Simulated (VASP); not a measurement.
# Mg (Fm-3m) in VASP: further runs

Runs on Mg. Level: PBEsol. Tasks: single point.

Program: VASP 6.6.1. These are calculated values, not measurements. Logs are shortened: lines on timing, memory, paths and dates and some standing lists are left out, and cuts for length are marked.

## (1) The cell of the first run

It takes space group Fm-3m (No. 225, cubic). The conventional cell has a = 4.493 Å, b = 4.493 Å, c = 4.493 Å, α = 90.00°, β = 90.00°, γ = 90.00°. Within 4.2 Å of Mg (site symmetry m-3m) lie 12 Mg at 3.18 Å.

## (2) Single point, PBEsol

INCAR reads:

```
ALGO = Normal
EDIFF = 1E-6
ENCUT = 520
GGA = PS
ISIF = 2
ISMEAR = -1
LASPH = True
LCHARG = True
LELF = True
LREAL = False
LVHAR = True
LWAVE = False
NBANDS = 7
NELM = 60
PREC = Accurate
SIGMA = 0.1
```

KPOINTS reads:

```
k-points
0
Gamma
  12 12 12
```

POSCAR reads:

```
Mg
1.0
    0.0000000000      2.2464592240      2.2464592240
    2.2464592240      0.0000000000      2.2464592240
    2.2464592240      2.2464592240      0.0000000000
Mg
1
Direct
    0.0000000000      0.0000000000      0.0000000000
```

Potentials or basis: VASP PAW PBE potentials, release 64 (Mg).

Launch:

```
$ cat potpaw_PBE.64/Mg/POTCAR > POTCAR
$ mpirun -np 1 vasp_std > vasp.out
```

OUTCAR:

```text
EDIFF = 1E-6
   ENCUT = 520
   GGA = PS
   ISIF = 2
   ISMEAR = -1
   LASPH = True
   LREAL = False
   NELM = 60
   PREC = Accurate

 ion  position               nearest neighbor table
   1  0.000  0.000  0.000-

  LATTYP: Found a face centered cubic cell.
 ALAT       =     4.4929184480

  Lattice vectors:

 A1 = (   0.0000000000,   2.2464592240,   2.2464592240)
 A2 = (   2.2464592240,   0.0000000000,   2.2464592240)
 A3 = (   2.2464592240,   2.2464592240,   0.0000000000)

Analysis of symmetry for initial positions (statically):
=====================================================================
 Subroutine PRICEL returns:
 Original cell was already a primitive cell.

 Routine SETGRP: Setting up the symmetry group for a
 face centered cubic supercell.

 Subroutine GETGRP returns: Found 48 space group operations
 (whereof 48 operations were pure point group operations)
 out of a pool of 48 trial point group operations.

The static configuration has the point symmetry O_h .

Analysis of symmetry for dynamics (positions and initial velocities):
=====================================================================
 Subroutine PRICEL returns:
 Original cell was already a primitive cell.

 Routine SETGRP: Setting up the symmetry group for a
 face centered cubic supercell.

 Subroutine GETGRP returns: Found 48 space group operations
 (whereof 48 operations were pure point group operations)
 out of a pool of 48 trial point group operations.

The dynamic configuration has the point symmetry O_h .

 Subroutine INISYM returns: Found 48 space group operations
 (whereof 48 operations are pure point group operations),
 and found     1 'primitive' translations

----------------------------------------------------------------------------------------

                                     Primitive cell

  volume of cell :      22.6739

  direct lattice vectors                    reciprocal lattice vectors
     0.000000000  2.246459224  2.246459224    -0.222572480  0.222572480  0.222572480
     2.246459224  0.000000000  2.246459224     0.222572480 -0.222572480  0.222572480
     2.246459224  2.246459224  0.000000000     0.222572480  0.222572480 -0.222572480

  length of vectors
     3.176973102  3.176973102  3.176973102     0.385506843  0.385506843  0.385506843

  position of ions in fractional coordinates (direct lattice)
     0.000000000  0.000000000  0.000000000

  ion indices of the primitive-cell ions
   primitive index   ion index
                 1           1

----------------------------------------------------------------------------------------

 KPOINTS: k-points

Automatic generation of k-mesh.
 Grid dimensions read from file:
 generate k-points for:   12   12   12

 Generating k-lattice:

  Cartesian coordinates                     Fractional coordinates (reciprocal lattice)
    -0.018547707  0.018547707  0.018547707     0.083333333  0.000000000  0.000000000
     0.018547707 -0.018547707  0.018547707     0.000000000  0.083333333  0.000000000
     0.018547707  0.018547707 -0.018547707     0.000000000  0.000000000  0.083333333

  Length of vectors
     0.032125570  0.032125570  0.032125570

  Shift w.r.t. Gamma in fractional coordinates (k-lattice)
     0.000000000  0.000000000  0.000000000

 Subroutine IBZKPT returns following result:
 ===========================================

 Found     72 irreducible k-points:

 Following reciprocal coordinates:
            Coordinates               Weight
  0.000000  0.000000  0.000000      1.000000
  0.083333  0.000000  0.000000      8.000000
  0.166667  0.000000  0.000000      8.000000
  0.250000  0.000000  0.000000      8.000000
  0.333333  0.000000  0.000000      8.000000
  0.416667  0.000000  0.000000      8.000000
[... 16 lines left out ...]
  0.500000  0.166667  0.000000     24.000000
 -0.416667  0.166667  0.000000     24.000000
 [... further k-points ...]
   k-points           NKPTS =     72   k-points in BZ     NKDIM =     72   number of bands    NBANDS=      7
   number of dos      NEDOS =    301   number of ions     NIONS =      1
   total plane-waves  NPLWV =  13824
   dimension x,y,z NGX =    24 NGY =   24 NGZ =   24
   dimension x,y,z NGXF=    48 NGYF=   48 NGZF=   48
   ions per type =               1
   NGX,Y,Z   is equivalent  to a cutoff of  12.56, 12.56, 12.56 a.u.
   NGXF,Y,Z  is equivalent  to a cutoff of  25.12, 25.12, 25.12 a.u.
 SYSTEM =  unknown system
   PREC   = accura    normal or accurate (medium, high low for compatibility)
   ISTART =      0    job   : 0-new  1-cont  2-samecut
   ICHARG =      2    charge: 1-file 2-atom 10-const
   ISPIN  =      1    spin polarized calculation?
   LNONCOLLINEAR =      F non collinear calculations
   LSORBIT =      F    spin-orbit coupling
   LASPH  =      T    aspherical Exc in radial PAW
   ENCUT  =  520.0 eV  38.22 Ry    6.18 a.u.   5.91  5.91  5.91*2*pi/ulx,y,z
   NELM   =     60;   NELMIN=  2; NELMDL= -5     # of ELM steps
   EDIFF  = 0.1E-05   stopping-criterion for ELM
   LREAL  =      F    real-space projection
   EDIFFG = 0.1E-04   stopping-criterion for IOM
   NSW    =      0    number of steps for IOM
   IBRION =     -1    ionic relax: 0-MD 1-quasi-New 2-CG
   NFREE  =      0    steps in history (QN), initial steepest desc. (CG)
   ISIF   =      2    stress and relaxation
   ISYM   =      2    0-nonsym 1-usesym 2-fastsym
   POTIM  = 0.5000    time-step for ionic-motion
   TEBEG  =    0.0;   TEEND  =   0.0 temperature during run
   PSTRESS=    0.0 pullay stress
   NELECT =       2.0000    total number of electrons
   NUPDOWN=      -1.0000    fix difference up-down
   EMIN   =  10.00;   EMAX   =-10.00  energy-range for DOS
   EFERMI =   0.00;   METHOD = LEGACY
   ISMEAR =    -1;   SIGMA  =   0.10  broadening in eV -4-tet -1-fermi 0-gaus
   EFERMI_NEDOS =   21; number of points for ismear=-14 and -15
   IALGO  =     38    algorithm
   IMIX   =      4    mixing-type and parameters
     AMIX     =   0.40;   BMIX     =  1.00
     AMIX_MAG =   1.60;   BMIX_MAG =  1.00
  volume/ion in A,a.u.               =      22.67       153.01
  Fermi-wavevector in a.u.,A,eV,Ry     =   0.728746  1.377131  7.225660  0.531071
  Thomas-Fermi vector in A             =   1.820296
   LORBIT       =      0    0 simple, 1 ext, 2 COOP (PROOUT), +10 PAW based schemes
   GGA     = PS    functional components
   LHFCALC =     F    Hartree Fock is set to
   AEXX    =    0.0000 exact exchange contribution
   IVDW    =     0    specifies the selected vdW correction
   LEPSILON=     F    determine dielectric tensor
   LRPA    =     F    only Hartree local field effects (RPA)
 non-spin polarized calculation
  energy-cutoff  :      520.00
  volume of cell :       22.67
 maximum number of plane-waves:       624
   NGX = 11   NGY = 11   NGZ = 11

 number of electron       2.0000000 magnetization

 Free energy of the ion-electron system (eV)
  ---------------------------------------------------
  ext. energy  EPLUGINS =         0.00000000
  ---------------------------------------------------
  free energy    TOTEN  =        -1.71485309 eV

  energy without entropy =       -1.69839469  energy(sigma->0) =       -1.70662389

 E-fermi :   2.6020     XC(G=0):  -8.5736

 val. band max:        2.5382452973   @ k =  -0.4167   0.2500   0.0000
 cond. band min:       2.6066438790   @ k =  -0.4167   0.5000   0.0833
 fundamental gap:      0.0683985817
 Fermi energy:         2.6020092681

 k-point     1 :       0.0000    0.0000    0.0000
  band No.  band energies     occupation
      1      -4.3272      2.00000
      2      15.0663      0.00000
      3      15.0663      0.00000
      4      15.0663      0.00000
      5      17.0668      0.00000
      6      17.0668      0.00000
      7      17.0668      0.00000

 k-point     2 :       0.0833    0.0000    0.0000
  band No.  band energies     occupation
      1      -4.1715      2.00000
      2      12.9952      0.00000
      3      14.7428      0.00000
      4      14.7428      0.00000
      5      17.0133      0.00000
      6      17.6522      0.00000
      7      17.6522      0.00000

 k-point     3 :       0.1667    0.0000    0.0000
  band No.  band energies     occupation
      1      -3.7061      2.00000
      2      10.2426      0.00000
      3      14.2503      0.00000
      4      14.2503      0.00000
      5      16.6129      0.00000
      6      18.5726      0.00000
      7      18.5726      0.00000

 k-point     4 :       0.2500    0.0000    0.0000
  band No.  band energies     occupation
      1      -2.9355      2.00000
      2       7.6250      0.00000
      3      13.9089      0.00000
      4      13.9089      0.00000
      5      16.2757      0.00000
      6      17.1977      0.00000
      7      17.1977      0.00000

 k-point     5 :       0.3333    0.0000    0.0000
  band No.  band energies     occupation
      1      -1.8672      2.00000
      2       5.2216      0.00000
      3      13.7789      0.00000
      4      13.7789      0.00000
      5      16.0588      0.00000
      6      16.0588      0.00000
      7      16.1305      0.00000
[... 161 lines left out ...]
 k-point    22 :       0.4167    0.1667    0.0000
  band No.  band energies     occupation
      1      -0.9118      2.00000
      2       4.9649      0.00000
      3      10.6882      0.00000
      4      11.5048      0.00000
      5      12.8264      0.00000
      6      18.8878      0.00000
      7      18.9882      0.00000

 k-point    23 :       0.5000    0.1667    0.0000
  band No.  band energies     occupation
      1       0.5196      2.00000
      2       2.9181      0.08133
      3       9.8758      0.00000
      4      11.7256      0.00000
      5      13.0519      0.00000
      6      18.1685      0.00000
      7      20.0584      0.00000

 k-point    24 :      -0.4167    0.1667    0.0000
  band No.  band energies     occupation
      1       1.0413      2.00000
      2       2.3058      1.90162
      3       9.3117      0.00000
      4      12.2088      0.00000
      5      13.5753      0.00000
      6      17.5862      0.00000
      7      19.5874      0.00000

 [... further k-points ...]
[... 5 lines left out ...]
  --------------------------------------------------------------------------------------
  -------------------------------------------------------------------------------------
  Total       -0.0055257     -0.0055257     -0.0055257     -0.0000000      0.0000000     -0.0000000
  in kB       -0.3904553     -0.3904553     -0.3904553     -0.0000000      0.0000000     -0.0000000
  external PRESSURE =      -0.3904553 kB  Pullay stress =       0.0000000 kB

 VOLUME and BASIS-vectors are now :
 -----------------------------------------------------------------------------
  energy-cutoff  :      520.00
  volume of cell :       22.67
      direct lattice vectors                 reciprocal lattice vectors
     0.000000000  2.246459224  2.246459224    -0.222572480  0.222572480  0.222572480
     2.246459224  0.000000000  2.246459224     0.222572480 -0.222572480  0.222572480
     2.246459224  2.246459224  0.000000000     0.222572480  0.222572480 -0.222572480

 POSITION                                       TOTAL-FORCE (eV/Angst)
 -----------------------------------------------------------------------------------
      0.00000      0.00000      0.00000         0.000000     -0.000000      0.000000
 -----------------------------------------------------------------------------------
    total drift:                               -0.000000     -0.000000      0.000000

  FREE ENERGIE OF THE ION-ELECTRON SYSTEM (eV)
  ---------------------------------------------------
  free  energy   TOTEN  =        -1.7148530933 eV

  energy  without entropy=       -1.6983946941  energy(sigma->0) =       -1.70662389
```

Run time: 3.4 s. Hardware: 1 thread of Intel Xeon 6975P-C (Granite Rapids), shared host; peak memory 0.14 GiB.

Results:

```
Free energy            : -1.7149 eV
Pressure               : 0.0 GPa
Band gap on the k mesh : zero (band 1 reaches 4.10 eV, above the bottom of band 2 at 1.36 eV)
```

Caveat: the PAW data sets were made with another functional, which shifts forces and pressure a little.

## (3) Single point, PBEsol (volume scaled by 0.88)

INCAR reads:

```
SYSTEM = Mg
  PREC = Accurate
  ENCUT = 520
  EDIFF = 1E-6
  ISMEAR = -1
  SIGMA = 0.1
  LREAL = .False.
  LASPH = .True.
  NELM = 60
  ALGO = Normal
  ISIF = 2
  LWAVE = .False.
  LCHARG = .False.
  GGA = PS
  NBANDS = 7
```

KPOINTS reads:

```
regular mesh
0
Gamma
  14 14 14
  0 0 0
```

POSCAR reads:

```
Mg
1.0
    0.0000000000      2.1527458667      2.1527458667
    2.1527458667      0.0000000000      2.1527458667
    2.1527458667      2.1527458667      0.0000000000
Mg
1
Direct
    0.0000000000      0.0000000000      0.0000000000
```

Potentials or basis: VASP PAW PBE potentials, release 64 (Mg).

Launch:

```
$ cat potpaw_PBE.64/Mg/POTCAR > POTCAR
$ mpirun -np 1 vasp_std > vasp.out
```

It took 3.8 s on 1 thread of Intel Xeon 6975P-C (Granite Rapids), shared host; peak memory 0.13 GiB.

Results (log left out):

* Free energy: -1.6731 eV
* Pressure: 6.1 GPa
* Band gap on the k mesh: zero (band 1 reaches 4.40 eV, above the bottom of band 2 at 2.07 eV)

Levels at points of the mesh, in eV from the Fermi level:
```
           k point  band 1  band 2  band 3  band 4
(0.00, 0.00, 0.00)   -7.53   13.25   13.25   13.25
(0.50, 0.00, 0.00)   -1.93   -1.26   12.04   12.04
(0.50, 0.50, 0.00)   -0.25    0.88    6.36    7.73
```

Caveat: the PAW data sets were made with another functional, which shifts forces and pressure a little.

## (4) Single point, PBEsol (volume scaled by 0.92)

INCAR reads:

```
PREC = Accurate
ENCUT = 520
EDIFF = 1E-6
ISMEAR = -1
SIGMA = 0.1
LREAL = F
LASPH = T
NELM = 80
ALGO = Normal
ISIF = 2
LWAVE = F
LCHARG = T
GGA = PS
LELF = T
LVHAR = T
NBANDS = 7
```

KPOINTS reads:

```
Automatic mesh
0
Gamma
  14 14 14
```

POSCAR reads:

```
Mg
1.0
    0.0000000000      2.1848811398      2.1848811398
    2.1848811398      0.0000000000      2.1848811398
    2.1848811398      2.1848811398      0.0000000000
Mg
1
Direct
    0.0000000000      0.0000000000      0.0000000000
```

Launch:

```
$ cat potpaw_PBE.64/Mg/POTCAR > POTCAR
$ mpirun -np 1 vasp_std > vasp.out
```

Wall time 3.6 s (1 thread of Intel Xeon 6975P-C (Granite Rapids), shared host); peak memory 0.14 GiB.

It converged, with:

```yaml
Free_energy: -1.7006 eV
Pressure: 3.7 GPa
Band_gap_on_the_k_mesh: zero (band 1 reaches 4.13 eV, above the bottom of band 2 at 1.82 eV)
```

Levels at points of the mesh, in eV from the Fermi level:
| k point | band 1 | band 2 | band 3 | band 4 | band 5 | band 6 |
| --- | --- | --- | --- | --- | --- | --- |
| (0.00, 0.00, 0.00) | -7.33 | 12.96 | 12.96 | 12.96 | 15.43 | 15.43 |
| (0.50, 0.00, 0.00) | -1.85 | -1.26 | 11.79 | 11.79 | 13.08 | 13.08 |
| (0.50, 0.50, 0.00) | -0.23 | 0.86 | 6.28 | 7.47 | 7.47 | 10.76 |

Caveat: the PAW data sets were made with another functional, which shifts forces and pressure a little.

## (5) Single point, PBEsol (volume scaled by 0.96)

INCAR reads:

```
PREC     = Accurate       # precision mode
ENCUT    = 520            # plane-wave cutoff, eV
EDIFF    = 1E-6           # SCF threshold, eV
ISMEAR   = -1             # smearing method
SIGMA    = 0.1            # smearing width, eV
LREAL    = False          # projectors in reciprocal space
LASPH    = True           # aspherical terms in the spheres
NELM     = 80             # most SCF steps
ALGO     = Normal         # electronic algorithm
ISIF     = 2              # what is computed and relaxed
LWAVE    = False          # write WAVECAR
LCHARG   = False          # write CHGCAR
GGA      = PS             # functional
NBANDS   = 7              # bands
```

KPOINTS is that of step 4.

POSCAR reads:

```
Mg
1.0
    0.0000000000      2.2160979450      2.2160979450
    2.2160979450      0.0000000000      2.2160979450
    2.2160979450      2.2160979450      0.0000000000
Mg
1
Direct
    0.0000000000      0.0000000000      0.0000000000
```

Launch:

```
$ cat potpaw_PBE.64/Mg/POTCAR > POTCAR
$ mpirun -np 1 vasp_std > vasp.out
```

Run time: 3.9 s. Hardware: 1 thread of Intel Xeon 6975P-C (Granite Rapids), shared host; peak memory 0.14 GiB.

The run converged. Its results:

```yaml
Free_energy: -1.7156 eV
Pressure: 1.7 GPa
Band_gap_on_the_k_mesh: zero (band 1 reaches 3.88 eV, above the bottom of band 2 at 1.58 eV)
```

Levels at points of the mesh, in eV from the Fermi level:
| k point | band 1 | band 2 | band 3 | band 4 | band 5 | band 6 |
| --- | --- | --- | --- | --- | --- | --- |
| (0.00, 0.00, 0.00) | -7.14 | 12.69 | 12.69 | 12.69 | 14.92 | 14.92 |
| (0.50, 0.00, 0.00) | -1.78 | -1.27 | 11.56 | 11.56 | 12.63 | 12.63 |
| (0.50, 0.50, 0.00) | -0.22 | 0.84 | 6.20 | 7.24 | 7.24 | 10.33 |

Caveat: the PAW data sets were made with another functional, which shifts forces and pressure a little.

## (6) Summary

| cell | k mesh | gap on the mesh (eV) | pressure (GPa) |
| --- | --- | --- | --- |
| a = 3.177 Å, angles 60.0°, 1 atom | 12 × 12 × 12 | none | 0.0 |
| a = 3.044 Å, angles 60.0°, 1 atom | 14 × 14 × 14 | none | 6.1 |
| a = 3.090 Å, angles 60.0°, 1 atom | 14 × 14 × 14 | none | 3.7 |
| a = 3.134 Å, angles 60.0°, 1 atom | 14 × 14 × 14 | none | 1.7 |

Alike in all rows: task single point; level PBEsol; potentials or basis VASP PAW PBE potentials, release 64 (Mg); no spin polarisation; cutoff (eV) 520; smearing fermi-dirac 0.1 eV.

Caveats: the PAW data sets were made with another functional, which shifts forces and pressure a little.

Total energies depend on the potentials used, so only differences within one code and one set of settings carry meaning.
